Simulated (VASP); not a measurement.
# Ti2C (R-3m) in VASP: a series of runs

The runs below take Ti2C through single point, relaxation of shape and atoms at fixed volume, relaxation of cell and atoms, with PBEsol.

Program: VASP 6.6.1. These are calculated values, not measurements. Logs are shortened: lines on timing, memory, paths and dates and some standing lists are left out, and cuts for length are marked.

## (1) The cell of the first run

It takes space group R-3m (No. 166, trigonal). The conventional cell has a = 2.992 Å, b = 2.992 Å, c = 14.494 Å, α = 90.00°, β = 90.00°, γ = 120.00°. Ti (site symmetry 3m) has 3 C at 2.08 Å and 12 Ti at 2.89 to 3.05 Å within 3.1 Å. Within 2.8 Å of C (site symmetry -3m) lie 6 Ti at 2.08 Å.

## (2) Single point, PBEsol (biaxial strain in the a-b plane: -2.0 %, then relaxed in part)

Input file INCAR:

```
SYSTEM = Ti2C
PREC     = Accurate       ! precision mode
ENCUT    = 520            ! plane-wave cutoff, eV
EDIFF    = 1E-6           ! SCF threshold, eV
ISMEAR   = 0              ! smearing method
SIGMA    = 0.1            ! smearing width, eV
LREAL    = .False.        ! projectors in reciprocal space
LASPH    = .True.         ! aspherical terms in the spheres
NELM     = 100            ! most SCF steps
ALGO     = Normal         ! electronic algorithm
ISIF     = 2              ! what is computed and relaxed
LWAVE    = .False.        ! write WAVECAR
LCHARG   = .False.        ! write CHGCAR
GGA      = PS             ! functional
NBANDS   = 52             ! bands
```

Input file KPOINTS:

```
regular mesh
0
Gamma
  12 12 4
  0 0 0
```

Input file POSCAR:

```
Ti2C
1.0
    2.9917510478      0.0000000000      0.0000000000
   -1.4958755239      2.5909324092      0.0000000000
    0.0000000000      0.0000000000     14.4938769555
Ti C
6 3
Direct
    0.3333333333      0.6666666667      0.9130761167
    0.0000000000      0.0000000000      0.7535905500
    0.0000000000      0.0000000000      0.2464094500
    0.6666666667      0.3333333333      0.0869238833
    0.6666666667      0.3333333333      0.5797427833
    0.3333333333      0.6666666667      0.4202572167
    0.6666666667      0.3333333333      0.8333333333
    0.3333333333      0.6666666667      0.1666666667
    0.0000000000      0.0000000000      0.5000000000
```

Potentials or basis: VASP PAW PBE potentials, release 64 (Ti_sv, C).

The run is started by

```console
> cat potpaw_PBE.64/Ti_sv/POTCAR potpaw_PBE.64/C/POTCAR > POTCAR
> mpirun -np 1 vasp_std > vasp.out
```

OUTCAR:

```text
SYSTEM = Ti2C
   PREC = Accurate
   ENCUT = 520
   EDIFF = 1E-6
   ISMEAR = 0
   LREAL = .False.
   LASPH = .True.
   NELM = 100
   ISIF = 2
   GGA = PS

 ion  position               nearest neighbor table
   1  0.333  0.667  0.913-   7 2.08   7 2.08   7 2.08   2 2.89   2 2.89   2 2.89
   2  0.000  0.000  0.754-   7 2.08   7 2.08   7 2.08   1 2.89   1 2.89   1 2.89
   3  0.000  0.000  0.246-   8 2.08   8 2.08   8 2.08   4 2.89   4 2.89   4 2.89
   4  0.667  0.333  0.087-   8 2.08   8 2.08   8 2.08   3 2.89   3 2.89   3 2.89
   5  0.667  0.333  0.580-   9 2.08   9 2.08   9 2.08   6 2.89   6 2.89   6 2.89
   6  0.333  0.667  0.420-   9 2.08   9 2.08   9 2.08   5 2.89   5 2.89   5 2.89
   7  0.667  0.333  0.833-   2 2.08   2 2.08   2 2.08   1 2.08   1 2.08   1 2.08
   8  0.333  0.667  0.167-   3 2.08   3 2.08   3 2.08   4 2.08   4 2.08   4 2.08
   9  0.000  0.000  0.500-   5 2.08   6 2.08   5 2.08   6 2.08   5 2.08   6 2.08

  LATTYP: Found a hexagonal cell.
 ALAT       =     2.9917510478
 C/A-ratio  =     4.8446133130

  Lattice vectors:

 A1 = (   2.9917510478,   0.0000000000,   0.0000000000)
 A2 = (  -1.4958755239,   2.5909324092,   0.0000000000)
 A3 = (   0.0000000000,   0.0000000000,  14.4938769555)

Analysis of symmetry for initial positions (statically):
=====================================================================
 Subroutine PRICEL returns following result:

  LATTYP: Found a trigonal (rhomboedric) cell.
 ALAT       =     5.1307806672
 COS(alpha) =     0.8299980084

  Lattice vectors:

 A1 = (   1.4958755242,  -0.8636441366,  -4.8312923195)
 A2 = (  -1.4958755245,  -0.8636441361,  -4.8312923166)
 A3 = (   0.0000000003,   1.7272882726,  -4.8312923195)

   3 primitive cells build up your supercell.

 Routine SETGRP: Setting up the symmetry group for a
 hexagonal supercell.

 Subroutine GETGRP returns: Found 12 space group operations
 (whereof 12 operations were pure point group operations)
 out of a pool of 24 trial point group operations.

The static configuration has the point symmetry D_3d.

Analysis of symmetry for dynamics (positions and initial velocities):
=====================================================================
 Subroutine PRICEL returns following result:

  LATTYP: Found a trigonal (rhomboedric) cell.
 ALAT       =     5.1307806672
 COS(alpha) =     0.8299980084

  Lattice vectors:

 A1 = (   1.4958755242,  -0.8636441366,  -4.8312923195)
 A2 = (  -1.4958755245,  -0.8636441361,  -4.8312923166)
 A3 = (   0.0000000003,   1.7272882726,  -4.8312923195)

   3 primitive cells build up your supercell.

 Routine SETGRP: Setting up the symmetry group for a
 hexagonal supercell.

 Subroutine GETGRP returns: Found 12 space group operations
 (whereof 12 operations were pure point group operations)
 out of a pool of 24 trial point group operations.

The dynamic configuration has the point symmetry D_3d.

 Subroutine INISYM returns: Found 12 space group operations
 (whereof 12 operations are pure point group operations),
 and found     3 'primitive' translations

----------------------------------------------------------------------------------------

                                     Primitive cell

  volume of cell :      37.4494

  direct lattice vectors                    reciprocal lattice vectors
     1.495875524 -0.863644137 -4.831292319     0.334252411 -0.192980719 -0.068994652
    -1.495875524 -0.863644136 -4.831292317    -0.334252411 -0.192980719 -0.068994652
     0.000000000  1.727288273 -4.831292319    -0.000000000  0.385961439 -0.068994652

  length of vectors
     5.130780667  5.130780664  5.130780667     0.392079704  0.392079704  0.392079704

  position of ions in fractional coordinates (direct lattice)
     0.753590550  0.753590550  0.753590550
     0.246409450  0.246409450  0.246409450
     0.500000000  0.500000000  0.500000000

  ion indices of the primitive-cell ions
   primitive index   ion index
                 1           1
                 2           6
                 3           8

----------------------------------------------------------------------------------------

 KPOINTS: regular mesh

Automatic generation of k-mesh.
 Grid dimensions read from file:
 generate k-points for:   12   12    4

 Generating k-lattice:

  Cartesian coordinates                     Fractional coordinates (reciprocal lattice)
     0.027854368  0.016081727  0.000000000     0.083333333  0.000000000  0.000000000
     0.000000000  0.032163453  0.000000000     0.000000000  0.083333333  0.000000000
     0.000000000  0.000000000  0.017248663     0.000000000  0.000000000  0.250000000

  Length of vectors
     0.032163453  0.032163453  0.017248663

  Shift w.r.t. Gamma in fractional coordinates (k-lattice)
     0.000000000  0.000000000  0.000000000

 Subroutine IBZKPT returns following result:
 ===========================================

 Found     69 irreducible k-points:

 Following reciprocal coordinates:
            Coordinates               Weight
  0.000000  0.000000  0.000000      1.000000
  0.083333  0.000000  0.000000      6.000000
  0.166667 -0.000000  0.000000      6.000000
  0.250000  0.000000  0.000000      6.000000
  0.333333  0.000000  0.000000      6.000000
  0.416667 -0.000000  0.000000      6.000000
[... 16 lines left out ...]
  0.166667 -0.000000  0.250000      6.000000
  0.000000  0.166667  0.250000      6.000000
 [... further k-points ...]
   k-points           NKPTS =     69   k-points in BZ     NKDIM =     69   number of bands    NBANDS=     52
   number of dos      NEDOS =    301   number of ions     NIONS =      9
   total plane-waves  NPLWV =  62208
   dimension x,y,z NGX =    24 NGY =   24 NGZ =  108
   dimension x,y,z NGXF=    48 NGYF=   48 NGZF=  216
   ions per type =               6   3
   NGX,Y,Z   is equivalent  to a cutoff of  13.34, 13.34, 12.39 a.u.
   NGXF,Y,Z  is equivalent  to a cutoff of  26.67, 26.67, 24.78 a.u.
 SYSTEM =  Ti2C
   PREC   = accura    normal or accurate (medium, high low for compatibility)
   ISTART =      0    job   : 0-new  1-cont  2-samecut
   ICHARG =      2    charge: 1-file 2-atom 10-const
   ISPIN  =      1    spin polarized calculation?
   LNONCOLLINEAR =      F non collinear calculations
   LSORBIT =      F    spin-orbit coupling
   LASPH  =      T    aspherical Exc in radial PAW
   ENCUT  =  520.0 eV  38.22 Ry    6.18 a.u.   5.56  5.56 26.95*2*pi/ulx,y,z
   NELM   =    100;   NELMIN=  2; NELMDL= -5     # of ELM steps
   EDIFF  = 0.1E-05   stopping-criterion for ELM
   LREAL  =      F    real-space projection
   EDIFFG = 0.1E-04   stopping-criterion for IOM
   NSW    =      0    number of steps for IOM
   IBRION =     -1    ionic relax: 0-MD 1-quasi-New 2-CG
   NFREE  =      0    steps in history (QN), initial steepest desc. (CG)
   ISIF   =      2    stress and relaxation
   ISYM   =      2    0-nonsym 1-usesym 2-fastsym
   POTIM  = 0.5000    time-step for ionic-motion
   TEBEG  =    0.0;   TEEND  =   0.0 temperature during run
   PSTRESS=    0.0 pullay stress
   NELECT =      84.0000    total number of electrons
   NUPDOWN=      -1.0000    fix difference up-down
   EMIN   =  10.00;   EMAX   =-10.00  energy-range for DOS
   EFERMI =   0.00;   METHOD = LEGACY
   ISMEAR =     0;   SIGMA  =   0.10  broadening in eV -4-tet -1-fermi 0-gaus
   EFERMI_NEDOS =   21; number of points for ismear=-14 and -15
   IALGO  =     38    algorithm
   IMIX   =      4    mixing-type and parameters
     AMIX     =   0.40;   BMIX     =  1.00
     AMIX_MAG =   1.60;   BMIX_MAG =  1.00
  volume/ion in A,a.u.               =      12.48        84.24
  Fermi-wavevector in a.u.,A,eV,Ry     =   1.485865  2.807877 30.038854  2.207793
  Thomas-Fermi vector in A             =   2.599223
   LORBIT       =      0    0 simple, 1 ext, 2 COOP (PROOUT), +10 PAW based schemes
   GGA     = PS    functional components
   LHFCALC =     F    Hartree Fock is set to
   AEXX    =    0.0000 exact exchange contribution
   IVDW    =     0    specifies the selected vdW correction
   LEPSILON=     F    determine dielectric tensor
   LRPA    =     F    only Hartree local field effects (RPA)
 non-spin polarized calculation
 Gauss-broadening in eV      SIGMA  =   0.10
  energy-cutoff  :      520.00
  volume of cell :      112.35
 maximum number of plane-waves:      3077
 NGX is ok and might be reduce to    24
   NGX = 11   NGY = 11   NGZ = 53

 number of electron      84.0000019 magnetization

 Free energy of the ion-electron system (eV)
  ---------------------------------------------------
  ext. energy  EPLUGINS =         0.00000000
  ---------------------------------------------------
  free energy    TOTEN  =       -85.17747178 eV

  energy without entropy =      -85.15382879  energy(sigma->0) =      -85.16565029

 E-fermi :   8.8528     XC(G=0): -12.2453

 val. band max:        8.8505484354   @ k =   0.2500   0.0833   0.5000
 cond. band min:       8.8550869773   @ k =   0.1667  -0.0000   0.5000
 fundamental gap:      0.0045385420
 Fermi energy:         8.8528427839

 k-point     1 :       0.0000    0.0000    0.0000
  band No.  band energies     occupation
      1     -47.5309      2.00000
      2     -47.5089      2.00000
      3     -47.5089      2.00000
      4     -47.4411      2.00000
      5     -47.4411      2.00000
      6     -47.4187      2.00000
[... 44 lines left out ...]
     51      10.6790      0.00000
     52      10.6999      0.00000

 k-point     2 :       0.0833    0.0000    0.0000
  band No.  band energies     occupation
      1     -47.5250      2.00000
      2     -47.5037      2.00000
      3     -47.5036      2.00000
      4     -47.4379      2.00000
      5     -47.4378      2.00000
      6     -47.4161      2.00000
[... 44 lines left out ...]
     51      10.6329      0.00000
     52      10.9128      0.00000

 k-point     3 :       0.1667   -0.0000    0.0000
  band No.  band energies     occupation
      1     -47.5084      2.00000
      2     -47.4894      2.00000
      3     -47.4885      2.00000
      4     -47.4295      2.00000
      5     -47.4286      2.00000
      6     -47.4094      2.00000
[... 44 lines left out ...]
     51      10.4646      0.00000
     52      10.9481      0.00000
[... 1046 lines left out ...]
 k-point    23 :       0.1667   -0.0000    0.2500
  band No.  band energies     occupation
      1     -47.5068      2.00000
      2     -47.4970      2.00000
      3     -47.4815      2.00000
      4     -47.4367      2.00000
      5     -47.4210      2.00000
      6     -47.4110      2.00000
[... 44 lines left out ...]
     51      10.5549      0.00000
     52      10.7761      0.00000

 k-point    24 :       0.0000    0.1667    0.2500
  band No.  band energies     occupation
      1     -47.5071      2.00000
      2     -47.4962      2.00000
      3     -47.4821      2.00000
      4     -47.4360      2.00000
      5     -47.4218      2.00000
      6     -47.4106      2.00000
[... 44 lines left out ...]
     51      10.4695      0.00000
     52      10.8524      0.00000

 [... further k-points ...]

------------------------ aborting loop because EDIFF is reached ----------------------------------------

  FORCE on cell =-STRESS in cart. coord.  units (eV):
  Direction    XX          YY          ZZ          XY          YZ          ZX
  --------------------------------------------------------------------------------------
  -------------------------------------------------------------------------------------
  Total        5.5393258      5.5393258      0.0976999      0.0000000      0.0000000      0.0000000
  in kB       78.9953243     78.9953243      1.3932813      0.0000000      0.0000000      0.0000000
  external PRESSURE =      53.1279766 kB  Pullay stress =       0.0000000 kB

 VOLUME and BASIS-vectors are now :
 -----------------------------------------------------------------------------
  energy-cutoff  :      520.00
  volume of cell :      112.35
      direct lattice vectors                 reciprocal lattice vectors
     2.991751048  0.000000000  0.000000000     0.334252411  0.192980719  0.000000000
    -1.495875524  2.590932409  0.000000000     0.000000000  0.385961439  0.000000000
     0.000000000  0.000000000 14.493876955     0.000000000  0.000000000  0.068994652

 POSITION                                       TOTAL-FORCE (eV/Angst)
 -----------------------------------------------------------------------------------
     -0.00000      1.72729     13.23401         0.000000      0.000000      0.027593
      0.00000      0.00000     10.92245        -0.000000     -0.000000     -0.027593
      0.00000      0.00000      3.57143        -0.000000      0.000000      0.027593
      1.49588      0.86364      1.25986        -0.000000      0.000000     -0.027593
      1.49588      0.86364      8.40272         0.000000     -0.000000      0.027593
     -0.00000      1.72729      6.09116        -0.000000      0.000000     -0.027593
      1.49588      0.86364     12.07823         0.000000      0.000000     -0.000000
     -0.00000      1.72729      2.41565         0.000000     -0.000000     -0.000000
      0.00000      0.00000      7.24694         0.000000     -0.000000     -0.000000
 -----------------------------------------------------------------------------------
    total drift:                               -0.000000      0.000000      0.000000

  FREE ENERGIE OF THE ION-ELECTRON SYSTEM (eV)
  ---------------------------------------------------
  free  energy   TOTEN  =       -85.1774717848 eV

  energy  without entropy=      -85.1538287928  energy(sigma->0) =      -85.16565029
```

It took 4.2 min on 1 thread of Intel Xeon 6975P-C (Granite Rapids), shared host; peak memory 0.43 GiB.

Results:

```yaml
Free_energy: -85.1775 eV
Pressure: 5.3 GPa
Largest_force: 0.028 eV/Å
Band_gap_on_the_k_mesh: zero (bands 42 and 43 overlap by 1.01 eV)
```

Forces in eV/Å, atoms in the order of the input:
```
Ti   0.000  0.000  0.028
Ti   0.000  0.000 -0.028
Ti   0.000  0.000  0.028
Ti   0.000  0.000 -0.028
Ti   0.000  0.000  0.028
Ti   0.000  0.000 -0.028
C    0.000  0.000  0.000
C    0.000  0.000  0.000
C    0.000  0.000  0.000
```

Caveat: the cell differs from its parent crystal (biaxial strain in the a-b plane: -2.0 %, then relaxed in part); the stress differs along the axes, from 0 to 8 GPa; the PAW data sets were made with another functional, which shifts forces and pressure a little.

## (3) Relaxation of shape and atoms at fixed volume, PBEsol (11.68 Å³/atom)

Input file INCAR:

```
ALGO = Normal ; EDIFF = 1E-6
EDIFFG = -0.01 ; ENCUT = 600
GGA = PS ; IBRION = 2
ISIF = 4 ; ISMEAR = 0
LASPH = T ; LCHARG = F
LREAL = F ; LWAVE = F
NELM = 60 ; NSW = 50
PREC = Accurate ; SIGMA = 0.1
```

Input file KPOINTS:

```
k-points
0
Gamma
  18 18 18
```

Input file POSCAR:

```
Ti2C
1.0
    1.4838987062      0.8567293175      4.5955731617
   -1.4838987062      0.8567293175      4.5955731617
    0.0000000000     -1.7134586349      4.5955731617
Ti C
2 1
Direct
    0.2481479507      0.2481479507      0.2481479507
    0.7518520493      0.7518520493      0.7518520493
    0.5000000000      0.5000000000      0.5000000000
```

Potentials or basis: VASP PAW PBE potentials, release 64 (Ti_sv, C).

The run is started by

```console
> cat potpaw_PBE.64/Ti_sv/POTCAR potpaw_PBE.64/C/POTCAR > POTCAR
> mpirun -np 1 vasp_std > vasp.out
```

Wall time 19 min (1 thread of AMD EPYC 9R45 (Zen 5), shared host); peak memory 0.55 GiB.

Results (log left out):

| Quantity | Value |
| --- | --- |
| Free energy | -28.2633 eV |
| Energy gained by relaxing | 2.2 meV/atom |
| Ionic steps | 5 |
| Pressure after relaxing | 16.6 GPa |
| Band gap on the k mesh | zero (bands 14 and 15 overlap by 1.06 eV) |

Step by step:
```csv
step,energy change (eV),largest force (eV/Å),pressure (GPa),volume (Å³)
1,0.0000,0.4085,18.35,35.05
2,-0.0058,0.1226,16.22,35.05
3,-0.0063,0.0045,16.71,35.05
4,-0.0067,0.0005,16.61,35.05
5,-0.0067,0.0019,16.62,35.05
```

Final structure:
```
Ti C
1.0
     1.48676    0.85838    4.57791
    -1.48676    0.85838    4.57791
     0.00000   -1.71676    4.57791
Ti C
2 1
Direct
  0.24931 0.24931 0.24931
  0.75069 0.75069 0.75069
  0.50000 0.50000 0.50000
```

Levels at points of the mesh, in eV from the Fermi level:
```tsv
k point	band 10	band 11	band 12	band 13	band 14	band 15	band 16	band 17	band 18
(0.00, 0.00, 0.00)	-5.17	-2.58	-2.58	-1.76	0.52	0.52	1.17	2.27	2.27
(0.50, 0.00, 0.00)	-4.84	-3.30	-2.41	-1.40	-1.13	0.32	1.87	2.82	3.43
(0.50, 0.50, 0.00)	-5.35	-3.00	-2.68	-1.95	-0.99	1.21	2.86	3.36	3.67
(0.50, 0.50, 0.50)	-5.97	-2.34	-2.34	-0.49	-0.18	0.97	0.97	2.12	2.12
```

Caveat: the PAW data sets were made with another functional, which shifts forces and pressure a little.

(Part 1 of 2 ends here.)
